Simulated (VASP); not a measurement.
# AlCo (R3m) in VASP: single point with PBEsol

Aim: the single point of AlCo with PBEsol.

All numbers are computed with VASP 6.6.1; they aren't measurements. Logs are shortened: lines on timing, memory, paths and dates and some standing lists are left out, and cuts for length are marked.

**1. The cell of the first run**

It takes space group R3m (No. 160, trigonal). The conventional cell has a = 7.983 Å, b = 7.983 Å, c = 4.889 Å, α = 90.00°, β = 90.00°, γ = 120.00°. Within 3.1 Å of Al (site symmetry 3m) lie 8 Co at 2.36 to 2.52 Å and 6 Al at 2.78 to 2.87 Å. Within 3.2 Å of Al (site symmetry m) lie 8 Co at 2.44 Å and 6 Al at 2.78 to 2.87 Å. Within 3.1 Å of Co (site symmetry 3m) lie 8 Al at 2.36 to 2.52 Å and 6 Co at 2.82 Å. Co (site symmetry m) has 8 Al at 2.42 to 2.47 Å and 6 Co at 2.82 Å within 3.2 Å.

**2. Single point, PBEsol (atom 1 (Al) moved +0.080 Å towards its neighbour atom 5 (Co) at 2.444 Å)**

INCAR

```
SYSTEM = AlCo
PREC = Accurate ; ENCUT = 520
EDIFF = 1E-7 ; ISMEAR = 0
SIGMA = 0.15 ; LREAL = .FALSE.
LASPH = .TRUE. ; NELM = 100
ALGO = Fast ; ISIF = 2
LWAVE = .FALSE. ; LCHARG = .FALSE.
GGA = PS ; NBANDS = 34
```

KPOINTS

```
Automatic mesh
0
G
  16 16 16
  0 0 0
```

POSCAR

```
AlCo
1.0
   -2.8225855357      2.8225855357      2.8225855357
    2.8225855357     -2.8225855357      2.8225855357
    2.8225855357      2.8225855357     -2.8225855357
Al Co
4 4
Direct
   -0.0163637278      0.5000000000      0.5000000000
    0.5000000000      0.0000000000      0.5000000000
    0.5000000000      0.5000000000      0.0000000000
    0.0000000000      0.0000000000      0.0000000000
    0.5000000000      0.5000000000      0.5000000000
    0.0000000000      0.0000000000      0.5000000000
    0.0000000000      0.5000000000      0.0000000000
    0.5000000000      0.0000000000      0.0000000000
```

Potentials or basis: VASP PAW PBE potentials, release 64 (Al, Co).

On the command line:

```console
> cat potpaw_PBE.64/Al/POTCAR potpaw_PBE.64/Co/POTCAR > POTCAR
> mpirun -np 1 vasp_std > vasp.out
```

OUTCAR:

```text
SYSTEM = AlCo
   PREC = Accurate
   ENCUT = 520
   EDIFF = 1E-7
   ISMEAR = 0
   LREAL = .FALSE.
   LASPH = .TRUE.
   NELM = 100
   ISIF = 2
   GGA = PS

 ion  position               nearest neighbor table
   1  0.984  0.500  0.500-   5 2.36   6 2.42   7 2.42   8 2.42   8 2.47   6 2.47   7 2.47   5 2.52
                             2 2.78   3 2.78   4 2.78   3 2.87   4 2.87   2 2.87
   2  0.500  0.000  0.500-   5 2.44   6 2.44   7 2.44   8 2.44   8 2.44   5 2.44   6 2.44   7 2.44
                             1 2.78   3 2.82   3 2.82   4 2.82   4 2.82   1 2.87
   3  0.500  0.500  0.000-   5 2.44   6 2.44   7 2.44   8 2.44   5 2.44   8 2.44   7 2.44   6 2.44
                             1 2.78   2 2.82   2 2.82   4 2.82   4 2.82   1 2.87
   4  0.000  0.000  0.000-   5 2.44   6 2.44   7 2.44   8 2.44   6 2.44   7 2.44   8 2.44   5 2.44
                             1 2.78   3 2.82   2 2.82   3 2.82   2 2.82   1 2.87
   5  0.500  0.500  0.500-   1 2.36   2 2.44   3 2.44   4 2.44   3 2.44   2 2.44   4 2.44   1 2.52
                             7 2.82   8 2.82   8 2.82   7 2.82   6 2.82   6 2.82
   6  0.000  0.000  0.500-   1 2.42   3 2.44   4 2.44   4 2.44   2 2.44   2 2.44   3 2.44   1 2.47
                             7 2.82   7 2.82   8 2.82   8 2.82   5 2.82   5 2.82
   7  0.000  0.500  0.000-   1 2.42   3 2.44   4 2.44   2 2.44   4 2.44   3 2.44   2 2.44   1 2.47
                             6 2.82   6 2.82   8 2.82   5 2.82   8 2.82   5 2.82
   8  0.500  0.000  0.000-   1 2.42   2 2.44   3 2.44   4 2.44   2 2.44   3 2.44   4 2.44   1 2.47
                             6 2.82   5 2.82   7 2.82   6 2.82   7 2.82   5 2.82

  LATTYP: Found a body centered cubic cell.
 ALAT       =     5.6451710714

  Lattice vectors:

 A1 = (  -2.8225855357,   2.8225855357,   2.8225855357)
 A2 = (   2.8225855357,  -2.8225855357,   2.8225855357)
 A3 = (   2.8225855357,   2.8225855357,  -2.8225855357)

Analysis of symmetry for initial positions (statically):
=====================================================================
 Subroutine PRICEL returns:
 Original cell was already a primitive cell.

 Routine SETGRP: Setting up the symmetry group for a
 body centered cubic supercell.

 Subroutine GETGRP returns: Found  6 space group operations
 (whereof  2 operations were pure point group operations)
 out of a pool of 48 trial point group operations.

The static configuration has the point symmetry C_1h.
 The point group associated with its full space group is C_3v.

Analysis of symmetry for dynamics (positions and initial velocities):
=====================================================================
[... 132 lines left out ...]
   TEBEG  =    0.0;   TEEND  =   0.0 temperature during run
   PSTRESS=    0.0 pullay stress
   NELECT =      48.0000    total number of electrons
   NUPDOWN=      -1.0000    fix difference up-down
   EMIN   =  10.00;   EMAX   =-10.00  energy-range for DOS
   EFERMI =   0.00;   METHOD = LEGACY
   ISMEAR =     0;   SIGMA  =   0.15  broadening in eV -4-tet -1-fermi 0-gaus
   EFERMI_NEDOS =   21; number of points for ismear=-14 and -15
   IALGO  =     68    algorithm
   IMIX   =      4    mixing-type and parameters
     AMIX     =   0.40;   BMIX     =  1.00
     AMIX_MAG =   1.60;   BMIX_MAG =  1.00
  volume/ion in A,a.u.               =      11.24        75.88
  Fermi-wavevector in a.u.,A,eV,Ry     =   1.327868  2.509306 23.990236  1.763233
  Thomas-Fermi vector in A             =   2.457148
   LORBIT       =      0    0 simple, 1 ext, 2 COOP (PROOUT), +10 PAW based schemes
   GGA     = PS    functional components
   LHFCALC =     F    Hartree Fock is set to
   AEXX    =    0.0000 exact exchange contribution
   IVDW    =     0    specifies the selected vdW correction
   LEPSILON=     F    determine dielectric tensor
   LRPA    =     F    only Hartree local field effects (RPA)
 non-spin polarized calculation
 RMM-DIIS sequential band-by-band and
 Gauss-broadening in eV      SIGMA  =   0.15
  energy-cutoff  :      520.00
  volume of cell :       89.95
 maximum number of plane-waves:      2491
   NGX = 19   NGY = 19   NGZ = 19

 number of electron      47.9999958 magnetization

 Free energy of the ion-electron system (eV)
  ---------------------------------------------------
  ext. energy  EPLUGINS =         0.00000000
  ---------------------------------------------------
  free energy    TOTEN  =       -52.30940939 eV

  energy without entropy =      -52.27335040  energy(sigma->0) =      -52.29137990

 E-fermi :  10.8209     XC(G=0): -12.5263

 val. band max:       10.8204130527   @ k =   0.1250  -0.4375   0.4375
 cond. band min:      10.8225038995   @ k =  -0.4375   0.4375   0.1250
 fundamental gap:      0.0020908468
 Fermi energy:        10.8208946482

 k-point     1 :       0.0000    0.0000    0.0000
  band No.  band energies     occupation
      1      -0.4280      2.00000
      2       5.4671      2.00000
      3       5.4671      2.00000
      4       5.4729      2.00000
      5       7.6196      2.00000
      6       7.6277      2.00000
[... 877 lines left out ...]
     33      15.1325      0.00000
     34      15.5977      0.00000

 [... further k-points ...]

------------------------ aborting loop because EDIFF is reached ----------------------------------------

  FORCE on cell =-STRESS in cart. coord.  units (eV):
  Direction    XX          YY          ZZ          XY          YZ          ZX
  --------------------------------------------------------------------------------------
  -------------------------------------------------------------------------------------
  Total        0.1641994      0.1641994      0.1641994     -0.0468732      0.0468732     -0.0468732
  in kB        2.9246969      2.9246969      2.9246969     -0.8348985      0.8348985     -0.8348985
  external PRESSURE =       2.9246969 kB  Pullay stress =       0.0000000 kB

 VOLUME and BASIS-vectors are now :
 -----------------------------------------------------------------------------
  energy-cutoff  :      520.00
  volume of cell :       89.95
      direct lattice vectors                 reciprocal lattice vectors
    -2.822585536  2.822585536  2.822585536     0.000000000  0.177142550  0.177142550
     2.822585536 -2.822585536  2.822585536     0.177142550  0.000000000  0.177142550
     2.822585536  2.822585536 -2.822585536     0.177142550  0.177142550  0.000000000

 POSITION                                       TOTAL-FORCE (eV/Angst)
 -----------------------------------------------------------------------------------
      0.04619      2.77640      2.77640        -0.490429      0.490429      0.490429
      0.00000      2.82259      0.00000         0.003219     -0.003219     -0.113312
      0.00000      0.00000      2.82259         0.003219     -0.113312     -0.003219
      0.00000      0.00000      0.00000         0.113312     -0.003219     -0.003219
      1.41129      1.41129      1.41129         0.274164     -0.274164     -0.274164
      1.41129      1.41129     -1.41129         0.090977     -0.090977      0.085439
      1.41129     -1.41129      1.41129         0.090977      0.085439     -0.090977
     -1.41129      1.41129      1.41129        -0.085439     -0.090977     -0.090977
 -----------------------------------------------------------------------------------
    total drift:                               -0.000010      0.000010      0.000011

  FREE ENERGIE OF THE ION-ELECTRON SYSTEM (eV)
  ---------------------------------------------------
  free  energy   TOTEN  =       -52.3094093932 eV

  energy  without entropy=      -52.2733504030  energy(sigma->0) =      -52.29137990
```

OSZICAR:

```text
N       E                     dE             d eps       ncg     rms          rms(c)
DAV:   1     0.304306196616E+03    0.30431E+03   -0.19550E+04 28356   0.155E+03
DAV:   2    -0.378076034373E+02   -0.34211E+03   -0.32353E+03 28358   0.337E+02
[... 11 lines left out ...]
RMM:  14    -0.523094217273E+02   -0.64113E-04   -0.94625E-04 40591   0.162E-01    0.661E-02
RMM:  15    -0.523094085456E+02    0.13182E-04   -0.11222E-04 36072   0.624E-02    0.203E-02
RMM:  16    -0.523094082554E+02    0.29021E-06   -0.34858E-05 37468   0.385E-02    0.110E-02
RMM:  17    -0.523094091718E+02   -0.91637E-06   -0.13632E-05 41805   0.180E-02    0.346E-03
RMM:  18    -0.523094093424E+02   -0.17067E-06   -0.14168E-06 34859   0.550E-03    0.477E-03
RMM:  19    -0.523094093932E+02   -0.50727E-07   -0.24190E-07 20725   0.297E-03
   1 F= -.52309409E+02 E0= -.52291380E+02  d E =-.360590E-01
```

stdout:

```text
POSCAR found type information on POSCAR AlCo
 POSCAR found :  2 types and       8 ions
 scaLAPACK will be used
 -----------------------------------------------------------------------------
|                                                                             |
|                                                                             |
|     You enforced a specific xc type in the INCAR file but a different       |
|     I HOPE YOU KNOW WHAT YOU ARE DOING!                                     |
|                                                                             |
 -----------------------------------------------------------------------------

 LDA part: xc-table for (Slater+PW92), standard interpolation
 POSCAR, INCAR and KPOINTS ok, starting setup
 FFT: planning ... GRIDC
 FFT: planning ... GRID_SOFT
 FFT: planning ... GRID
 WAVECAR not read
 entering main loop
```

Wall time 13 min (1 thread of Intel Xeon 6975P-C (Granite Rapids), shared host); peak memory 0.97 GiB.

What came out:

| Property | Result |
| --- | --- |
| Free energy | -52.3094 eV |
| Pressure | 0.3 GPa |
| Largest force | 0.849 eV/Å |
| Band gap on the k mesh | zero (band 24 reaches 11.08 eV, above the bottom of band 25 at 10.57 eV) |

Forces in eV/Å, atoms in the order of the input:
```
Al  -0.490  0.490  0.490
Al   0.003 -0.003 -0.113
Al   0.003 -0.113 -0.003
Al   0.113 -0.003 -0.003
Co   0.274 -0.274 -0.274
Co   0.091 -0.091  0.085
Co   0.091  0.085 -0.091
Co  -0.085 -0.091 -0.091
```

Caveat: the cell differs from its parent crystal (atom 1 (Al) moved +0.080 Å towards its neighbour atom 5 (Co) at 2.444 Å); the PAW data sets were made with another functional, which shifts forces and pressure a little. Spin polarisation is off, so any magnetic state and its effect on volume and gap are missing.
